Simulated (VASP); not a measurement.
NbH: relaxation of cell and atoms with LDA

Crystal: NbH.

```xyz
4
Lattice="1.8454 -2.3932 0.0000 1.8454 2.3932 0.0000 0.0000 0.0000 4.8042" Properties=species:S:1:pos:R:3 pbc="T T T"
Nb    1.8454   -1.1966    1.2916
Nb    1.8454    1.1966    3.5127
H     0.9227    0.0000    0.0000
H     2.7680    0.0000    0.0000
```

```yaml
Program: VASP 6.6.1
Task: relaxation of cell and atoms
Functional: LDA
Potentials_or_basis: VASP PAW LDA potentials, release 64 (Nb_sv, H)
Cutoff: 600 eV
k_mesh: 7 × 7 × 4
Occupations: fermi-dirac, width 0.02 eV
Spin: no spin polarisation
Dipole_correction: no
Further_INCAR_settings: ALGO = Normal; EDIFF = 1e-06; IBRION = 2; EDIFFG = -0.02; NSW = 60; ISIF = 3
```

- Relaxed volume: 10.02 Å³/atom
- Relaxed cell: a = 2.971 Å, b = 2.971 Å, c = 4.721 Å, α = 90.00°, β = 90.00°, γ = 105.95°
- Space group after relaxing (to 0.1 Å): Cmme (No. 67)
- Energy gained by relaxing: 19.5 meV/atom
- Ionic steps: 10
- Pressure after relaxing: 0.1 GPa
- Largest force after relaxing: 0.008 eV/Å
- Band gap on the k mesh: zero (bands 14 and 15 overlap by 2.65 eV)

Forces on the atoms (eV/Å):
```
Nb   0.000  0.000  0.008
Nb   0.000  0.000 -0.008
H    0.000  0.000  0.000
H    0.000  0.000  0.000
```

Stress tensor (GPa, compression positive):
```
 0.11  0.00  0.00
 0.00  0.26  0.00
 0.00  0.00 -0.04
```

Step by step:
| step | energy change (eV) | largest force (eV/Å) | pressure (GPa) | volume (Å³) |
| --- | --- | --- | --- | --- |
| 1 | 0.0000 | 0.0258 | -10.01 | 42.43 |
| 2 | -0.0247 | 0.0945 | 9.64 | 38.49 |
| 3 | -0.0737 | 0.0390 | -0.04 | 40.20 |
| 4 | -0.0737 | 0.0394 | 0.17 | 40.15 |
| 5 | -0.0765 | 0.0202 | 0.18 | 40.10 |
| 6 | -0.0775 | 0.0851 | 0.22 | 40.05 |
| 7 | -0.0778 | 0.0171 | -0.19 | 40.12 |
| 8 | -0.0779 | 0.0022 | -0.14 | 40.11 |
| 9 | -0.0779 | 0.0030 | -0.12 | 40.11 |
| 10 | -0.0779 | 0.0080 | 0.11 | 40.07 |

Final structure:
```cif
data_structure
_symmetry_space_group_name_H-M 'P 1'
_symmetry_Int_Tables_number 1
_cell_length_a 2.9711
_cell_length_b 2.9711
_cell_length_c 4.7211
_cell_angle_alpha 90.000
_cell_angle_beta 90.000
_cell_angle_gamma 105.952
_cell_volume 40.07
loop_
_atom_site_label
_atom_site_type_symbol
_atom_site_fract_x
_atom_site_fract_y
_atom_site_fract_z
_atom_site_occupancy
Nb1 Nb 0.75000 0.25000 0.26861 1
Nb2 Nb 0.25000 0.75000 0.73139 1
H1 H 0.25000 0.25000 0.00000 1
H2 H 0.75000 0.75000 0.00000 1
```

Levels at points of the mesh, in eV from the Fermi level:
```tsv
k point	band 10	band 11	band 12	band 13	band 14	band 15	band 16	band 17	band 18
(0.00, 0.00, 0.00)	-4.67	-4.27	-1.37	-0.87	-0.69	0.32	1.23	2.73	2.79
(0.00, 0.00, 0.50)	-4.58	-4.13	-2.22	-2.09	0.19	1.04	1.53	1.60	1.90
```

Run time: 2.6 min on 1 thread of AMD EPYC 7R13 Processor (Zen 3), on a shared host, peak memory 0.15 GiB.
